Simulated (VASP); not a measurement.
# Ga2BAs3: single point with PBE

Crystal: Ga2BAs3.

```
CELL_PARAMETERS angstrom
5.74239 -3.31260 0.00000
5.74239 3.31260 0.00000
0.00000 0.00000 6.26794
ATOMIC_POSITIONS crystal
Ga 0.49521 0.82777 0.49630
Ga 0.50479 0.17223 0.99630
Ga 0.17223 0.50479 0.49630
Ga 0.82777 0.49521 0.99630
B 0.14740 0.85260 0.00200
B 0.85260 0.14740 0.50200
As 0.15900 0.54608 0.10485
As 0.45392 0.84100 0.10485
As 0.86500 0.13500 0.15641
As 0.54608 0.15900 0.60485
As 0.84100 0.45392 0.60485
As 0.13500 0.86500 0.65641
```

- Program: VASP 6.6.1
- Task: single point
- Functional: PBE
- Potentials or basis: VASP PAW PBE potentials, release 64 (Ga_d, B, As)
- Cutoff: 520 eV
- k mesh: 3 × 3 × 3
- Occupations: gaussian, width 0.2 eV
- Spin: no spin polarisation

```yaml
Pressure: 0.2 GPa
Largest_force: 0.077 eV/Å
Band_gap_on_the_k_mesh: 0.66 eV
```

Forces in eV/Å, atoms in the order of the input:
```
Ga  -0.031 -0.019  0.029
Ga   0.031  0.019  0.029
Ga   0.031 -0.019  0.029
Ga  -0.031  0.019  0.029
B    0.000 -0.029 -0.053
B    0.000  0.029 -0.053
As  -0.039 -0.015 -0.039
As   0.039 -0.015 -0.039
As   0.000  0.026  0.072
As  -0.039  0.015 -0.039
As   0.039  0.015 -0.039
As   0.000 -0.026  0.072
```

Levels at points of the mesh, in eV from the valence-band top:
| k point | band 41 | band 42 | band 43 | band 44 | band 45 | band 46 | band 47 | band 48 |
| --- | --- | --- | --- | --- | --- | --- | --- | --- |
| (0.00, 0.00, 0.00) | -1.32 | -0.24 | -0.05 | 0.00 | 0.66 | 1.14 | 2.02 | 2.04 |

Wall time 3.2 min on 1 thread of Intel(R) Xeon(R) Platinum 8375C CPU @ 2.90GHz (Ice Lake) (shared host), peak memory 0.38 GiB.

Caveat: semilocal functionals underestimate gaps, and a narrow one can read as zero. A k mesh can miss the band edges.
